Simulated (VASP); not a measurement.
# WS2 (WS2 (P6_3/mmc)) in VASP: single point with r2SCAN

Aim: the single point of WS2 (WS2 (P6_3/mmc)) with r2SCAN.

Program: VASP 6.6.1. These are calculated values, not measurements. Logs are shortened: lines on timing, memory, paths and dates and some standing lists are left out, and cuts for length are marked.

### 1 The cell of the first run

The typed cell holds 6 atoms: a = 3.127 Å, b = 3.127 Å, c = 12.165 Å, α = 90.00°, β = 90.00°, γ = 120.00°.

### 2 Single point, r2SCAN

The input, POSCAR:

```
WS2
1.0
    3.1270831550     -0.0000000282      0.0000000000
   -1.5635415531      2.7081334653      0.0000000000
    0.0000000000      0.0000000000     12.1647637100
W S
2 4
Direct
    0.3334776784      0.6665223216      0.2500000000
    0.6665223216      0.3334776784      0.7500000000
    0.3334597084      0.6666827411      0.6196820942
    0.6666827411      0.3334597084      0.1196820942
    0.3333172589      0.6665402916      0.8803179058
    0.6665402916      0.3333172589      0.3803179058
```

The input, INCAR.step1:

```
PREC = Accurate ; ENCUT = 550
ISMEAR = -1 ; SIGMA = 0.01
LREAL = F ; LASPH = T
NELM = 120 ; NBANDS = 35
GGA = PE ; ALGO = Normal
EDIFF = 1E-5 ; LWAVE = T
LCHARG = F ; GGA_COMPAT = F
```

The input, INCAR.step2:

```
PREC = Accurate ; ENCUT = 550
EDIFF = 1E-6 ; ISMEAR = -1
SIGMA = 0.01 ; LREAL = F
LASPH = T ; NELM = 120
ALGO = Normal ; ISIF = 2
LWAVE = F ; LCHARG = T
METAGGA = R2SCAN ; LMIXTAU = T
LELF = T ; LVHAR = T
NBANDS = 35 ; ISTART = 1
GGA_COMPAT = F
```

The input, KPOINTS:

```
Automatic mesh
0
Gamma
  4 4 1
  0.25 0.25 0.25
```

Potentials or basis: VASP PAW PBE potentials, release 64 (W_sv, S).

Run with:

```sh
cat potpaw_PBE.64/W_sv/POTCAR potpaw_PBE.64/S/POTCAR > POTCAR
cp INCAR.step1 INCAR
mpirun -np 1 vasp_std > vasp.out
cp INCAR.step2 INCAR
mpirun -np 1 vasp_std > vasp.out
```

OUTCAR:

```text
PREC = Accurate
   ENCUT = 550
   EDIFF = 1E-6
   ISMEAR = -1
   LREAL = F
   LASPH = T
   NELM = 120
   ISIF = 2
   METAGGA = R2SCAN
   ISTART = 1

 ion  position               nearest neighbor table
   1  0.333  0.667  0.250-   6 2.40   4 2.40   6 2.40   4 2.40   4 2.40   6 2.40
   2  0.667  0.333  0.750-   3 2.40   5 2.40   3 2.40   5 2.40   5 2.40   3 2.40
   3  0.333  0.667  0.620-   2 2.40   2 2.40   2 2.40
   4  0.667  0.333  0.120-   1 2.40   1 2.40   1 2.40
   5  0.333  0.667  0.880-   2 2.40   2 2.40   2 2.40
   6  0.667  0.333  0.380-   1 2.40   1 2.40   1 2.40

  LATTYP: Found a hexagonal cell.
 ALAT       =     3.1270831550
 C/A-ratio  =     3.8901311884

  Lattice vectors:

 A1 = (   3.1270831550,  -0.0000000282,   0.0000000000)
 A2 = (  -1.5635415531,   2.7081334653,   0.0000000000)
 A3 = (   0.0000000000,   0.0000000000,  12.1647637100)

Analysis of symmetry for initial positions (statically):
=====================================================================
 Subroutine PRICEL returns:
 Original cell was already a primitive cell.

 Routine SETGRP: Setting up the symmetry group for a
 hexagonal supercell.

 Subroutine GETGRP returns: Found  4 space group operations
 (whereof  2 operations were pure point group operations)
 out of a pool of 24 trial point group operations.

The static configuration has the point symmetry S_2 .
 The point group associated with its full space group is C_2h.

Analysis of symmetry for dynamics (positions and initial velocities):
=====================================================================
 Subroutine PRICEL returns:
 Original cell was already a primitive cell.

 Routine SETGRP: Setting up the symmetry group for a
 hexagonal supercell.

 Subroutine GETGRP returns: Found  4 space group operations
 (whereof  2 operations were pure point group operations)
 out of a pool of 24 trial point group operations.

The dynamic configuration has the point symmetry S_2 .
 The point group associated with its full space group is C_2h.

 Subroutine INISYM returns: Found  4 space group operations
 (whereof  2 operations are pure point group operations),
 and found     1 'primitive' translations

----------------------------------------------------------------------------------------

                                     Primitive cell

  volume of cell :     103.0180

  direct lattice vectors                    reciprocal lattice vectors
     3.127083155 -0.000000028  0.000000000     0.319786829  0.184629008  0.000000000
    -1.563541553  2.708133465  0.000000000     0.000000003  0.369258021  0.000000000
     0.000000000  0.000000000 12.164763710     0.000000000  0.000000000  0.082204638

  length of vectors
     3.127083155  3.127083154 12.164763710     0.369258021  0.369258021  0.082204638

  position of ions in fractional coordinates (direct lattice)
     0.333477678  0.666522322  0.250000000
     0.666522322  0.333477678  0.750000000
     0.333459708  0.666682741  0.619682094
     0.666682741  0.333459708  0.119682094
     0.333317259  0.666540292  0.880317906
     0.666540292  0.333317259  0.380317906

  ion indices of the primitive-cell ions
   primitive index   ion index
                 1           1
                 2           2
                 3           3
                 4           4
                 5           5
                 6           6

----------------------------------------------------------------------------------------

 KPOINTS: Automatic mesh

Automatic generation of k-mesh.
 Grid dimensions read from file:
 generate k-points for:    4    4    1

 Generating k-lattice:

  Cartesian coordinates                     Fractional coordinates (reciprocal lattice)
     0.079946707  0.046157252  0.000000000     0.250000000 -0.000000000  0.000000000
     0.000000001  0.092314505  0.000000000    -0.000000000  0.250000000  0.000000000
     0.000000000  0.000000000  0.082204638     0.000000000  0.000000000  1.000000000

  Length of vectors
     0.092314505  0.092314505  0.082204638

  Shift w.r.t. Gamma in fractional coordinates (k-lattice)
     0.250000000  0.250000000  0.250000000

 Subroutine IBZKPT returns following result:
 ===========================================

 Found     52 irreducible k-points:

 Following reciprocal coordinates:
            Coordinates               Weight
  0.062500  0.062500  0.250000      2.000000
 -0.062500  0.125000  0.250000      4.000000
 -0.125000  0.062500  0.250000      4.000000
 -0.062500 -0.062500  0.250000      2.000000
  0.312500  0.062500  0.250000      4.000000
 -0.062500  0.375000  0.250000      4.000000
[... 16 lines left out ...]
  0.312500  0.312500  0.250000      2.000000
 -0.312500 -0.375000  0.250000      4.000000
 [... further k-points ...]
   k-points           NKPTS =     52   k-points in BZ     NKDIM =     52   number of bands    NBANDS=     35
   number of dos      NEDOS =    301   number of ions     NIONS =      6
   total plane-waves  NPLWV =  55296
   dimension x,y,z NGX =    24 NGY =   24 NGZ =   96
   dimension x,y,z NGXF=    48 NGYF=   48 NGZF=  192
   ions per type =               2   4
   NGX,Y,Z   is equivalent  to a cutoff of  12.76, 12.76, 13.12 a.u.
   NGXF,Y,Z  is equivalent  to a cutoff of  25.52, 25.52, 26.24 a.u.
 SYSTEM =  unknown system
   PREC   = accura    normal or accurate (medium, high low for compatibility)
   ISTART =      1    job   : 0-new  1-cont  2-samecut
   ICHARG =      0    charge: 1-file 2-atom 10-const
   ISPIN  =      1    spin polarized calculation?
   LNONCOLLINEAR =      F non collinear calculations
   LSORBIT =      F    spin-orbit coupling
   LASPH  =      T    aspherical Exc in radial PAW
   ENCUT  =  550.0 eV  40.42 Ry    6.36 a.u.   5.98  5.98 23.26*2*pi/ulx,y,z
   NELM   =    120;   NELMIN=  2; NELMDL=  0     # of ELM steps
   EDIFF  = 0.1E-05   stopping-criterion for ELM
   LREAL  =      F    real-space projection
   EDIFFG = 0.1E-04   stopping-criterion for IOM
   NSW    =      0    number of steps for IOM
   IBRION =     -1    ionic relax: 0-MD 1-quasi-New 2-CG
   NFREE  =      0    steps in history (QN), initial steepest desc. (CG)
   ISIF   =      2    stress and relaxation
   ISYM   =      2    0-nonsym 1-usesym 2-fastsym
   POTIM  = 0.5000    time-step for ionic-motion
   TEBEG  =    0.0;   TEEND  =   0.0 temperature during run
   PSTRESS=    0.0 pullay stress
   NELECT =      52.0000    total number of electrons
   NUPDOWN=      -1.0000    fix difference up-down
   EMIN   =  10.00;   EMAX   =-10.00  energy-range for DOS
   EFERMI =   0.00;   METHOD = LEGACY
   ISMEAR =    -1;   SIGMA  =   0.01  broadening in eV -4-tet -1-fermi 0-gaus
   EFERMI_NEDOS =   21; number of points for ismear=-14 and -15
   IALGO  =     38    algorithm
   IMIX   =      4    mixing-type and parameters
     AMIX     =   0.40;   BMIX     =  1.00
     AMIX_MAG =   1.60;   BMIX_MAG =  1.00
  volume/ion in A,a.u.               =      17.17       115.87
  Fermi-wavevector in a.u.,A,eV,Ry     =   1.303482  2.463223 23.117171  1.699064
  Thomas-Fermi vector in A             =   2.434481
   LORBIT       =      0    0 simple, 1 ext, 2 COOP (PROOUT), +10 PAW based schemes
   METAGGA = R2SCAN    functional components
   LHFCALC =     F    Hartree Fock is set to
   AEXX    =    0.0000 exact exchange contribution
   IVDW    =     0    specifies the selected vdW correction
   LEPSILON=     F    determine dielectric tensor
   LRPA    =     F    only Hartree local field effects (RPA)
 non-spin polarized calculation
  energy-cutoff  :      550.00
  volume of cell :      103.02
 maximum number of plane-waves:      3048
   NGX = 11   NGY = 11   NGZ = 47

 number of electron      51.9999989 magnetization

 Free energy of the ion-electron system (eV)
  ---------------------------------------------------
  ext. energy  EPLUGINS =         0.00000000
  ---------------------------------------------------
  free energy    TOTEN  =      -139.97593012 eV

  energy without entropy =     -139.97593012  energy(sigma->0) =     -139.97593012

 E-fermi :   7.6692     XC(G=0): -11.8958

 val. band max:        7.2833689659   @ k =  -0.0625  -0.0625   0.2500
 cond. band min:       8.8982766976   @ k =   0.1875   0.1875   0.2500
 fundamental gap:      1.6149077317
 Fermi energy:         7.6691917763

 k-point     1 :       0.0625    0.0625    0.2500
  band No.  band energies     occupation
      1     -68.8090      2.00000
      2     -68.8090      2.00000
      3     -32.4313      2.00000
      4     -32.4313      2.00000
      5     -32.2670      2.00000
      6     -32.2670      2.00000
[... 27 lines left out ...]
     34      10.7062      0.00000
     35      14.1681      0.00000

 k-point     2 :      -0.0625    0.1250    0.2500
  band No.  band energies     occupation
      1     -68.8090      2.00000
      2     -68.8090      2.00000
      3     -32.4313      2.00000
      4     -32.4313      2.00000
      5     -32.2672      2.00000
      6     -32.2672      2.00000
[... 27 lines left out ...]
     34      10.6990      0.00000
     35      14.1655      0.00000

 k-point     3 :      -0.1250    0.0625    0.2500
  band No.  band energies     occupation
      1     -68.8090      2.00000
      2     -68.8090      2.00000
      3     -32.4313      2.00000
      4     -32.4313      2.00000
      5     -32.2672      2.00000
      6     -32.2672      2.00000
[... 27 lines left out ...]
     34      10.6989      0.00000
     35      14.1664      0.00000
[... 723 lines left out ...]
 k-point    23 :       0.3125    0.3125    0.2500
  band No.  band energies     occupation
      1     -68.7844      2.00000
      2     -68.7844      2.00000
      3     -32.5448      2.00000
      4     -32.5448      2.00000
      5     -32.4806      2.00000
      6     -32.4806      2.00000
[... 27 lines left out ...]
     34      13.1662      0.00000
     35      14.1518      0.00000

 k-point    24 :      -0.3125   -0.3750    0.2500
  band No.  band energies     occupation
      1     -68.7844      2.00000
      2     -68.7844      2.00000
      3     -32.5450      2.00000
      4     -32.5450      2.00000
      5     -32.4804      2.00000
      6     -32.4804      2.00000
[... 27 lines left out ...]
     34      13.1675      0.00000
     35      14.1531      0.00000

 [... further k-points ...]

------------------------ aborting loop because EDIFF is reached ----------------------------------------

  FORCE on cell =-STRESS in cart. coord.  units (eV):
  Direction    XX          YY          ZZ          XY          YZ          ZX
  --------------------------------------------------------------------------------------
  -------------------------------------------------------------------------------------
  Total        3.8332610      3.8180131      0.9712238     -0.0132050      0.0120721      0.0069698
  in kB       59.6164070     59.3792663     15.1048606     -0.2053699      0.1877501      0.1083970
  external PRESSURE =      44.7001780 kB  Pullay stress =       0.0000000 kB

 VOLUME and BASIS-vectors are now :
 -----------------------------------------------------------------------------
  energy-cutoff  :      550.00
  volume of cell :      103.02
      direct lattice vectors                 reciprocal lattice vectors
     3.127083155 -0.000000028  0.000000000     0.319786829  0.184629008  0.000000000
    -1.563541553  2.708133465  0.000000000     0.000000003  0.369258021  0.000000000
     0.000000000  0.000000000 12.164763710     0.000000000  0.000000000  0.082204638

 POSITION                                       TOTAL-FORCE (eV/Angst)
 -----------------------------------------------------------------------------------
      0.00068      1.80503      3.04119        -0.020715      0.011960      0.000000
      1.56286      0.90310      9.12357         0.020715     -0.011960      0.000000
      0.00037      1.80547      7.53829        -0.011480      0.003909      0.264507
      1.56339      0.90305      1.45590         0.009126     -0.007988      0.264507
      0.00015      1.80508     10.70886        -0.009126      0.007988     -0.264507
      1.56317      0.90267      4.62648         0.011480     -0.003909     -0.264507
 -----------------------------------------------------------------------------------
    total drift:                               -0.000000     -0.000000     -0.000000

  FREE ENERGIE OF THE ION-ELECTRON SYSTEM (eV)
  ---------------------------------------------------
  free  energy   TOTEN  =      -139.9759301184 eV

  energy  without entropy=     -139.9759301184  energy(sigma->0) =     -139.97593012
```

It took 12 min on 1 thread of AMD EPYC 7R43 (Zen 3), shared host; peak memory 0.3 GiB.

What came out:

| Quantity | Value |
| --- | --- |
| Free energy | -139.9759 eV |
| Pressure | 4.5 GPa |
| Largest force | 0.265 eV/Å |
| Band gap on the k mesh | 1.61 eV, indirect (least direct gap 2.27 eV) |

Forces on the atoms (eV/Å):
```
W   -0.021  0.012  0.000
W    0.021 -0.012  0.000
S   -0.011  0.004  0.265
S    0.009 -0.008  0.265
S   -0.009  0.008 -0.265
S    0.011 -0.004 -0.265
```

Levels at points of the mesh, in eV from the valence-band top:
| k point | band 22 | band 23 | band 24 | band 25 | band 26 | band 27 | band 28 | band 29 | band 30 | band 31 |
| --- | --- | --- | --- | --- | --- | --- | --- | --- | --- | --- |
| (0.06, 0.06, 0.25) | -2.13 | -1.75 | -1.41 | -0.46 | 0.00 | 2.62 | 2.80 | 2.81 | 2.90 | 2.97 |

Caveat: the k points lie up to 0.58 Å⁻¹ apart; the PAW data sets were made with another functional, which shifts forces and pressure a little; spin-orbit coupling is left out, which moves the levels of the heavy elements. A k mesh can miss the band edges.
